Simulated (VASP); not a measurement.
Here is a VASP 6.6.1 calculation.

Contents of INCAR:

```
SYSTEM = Bi
ALGO = Normal ; EDIFF = 1E-7
ENCUT = 520 ; GGA = RE
ISIF = 2 ; ISMEAR = -1
LASPH = .TRUE. ; LCHARG = .FALSE.
LREAL = .FALSE. ; LWAVE = .FALSE.
NBANDS = 14 ; NELM = 60
PREC = Accurate ; SIGMA = 0.1
```

KPOINTS

```
k-points
0
G
  11 11 11
  0 0 0
```

POSCAR

```
Bi
1.0
    3.3440562166      0.0000000000      0.0000000000
    0.0000000000      3.3440562166      0.0000000000
    0.0000000000      0.0000000000      3.3440562166
Bi
1
Direct
    0.0000000000      0.0000000000      0.0000000000
```

Potentials or basis: VASP PAW PBE potentials, release 64 (Bi_d).

The run is started by

```sh
$ cat potpaw_PBE.64/Bi_d/POTCAR > POTCAR
$ mpirun -np 1 vasp_std > vasp.out
```

(1) Predict the pressure.

Answers

(1) -1.6 GPa.

Caveat: the PAW data sets were made with another functional, which shifts forces and pressure a little.
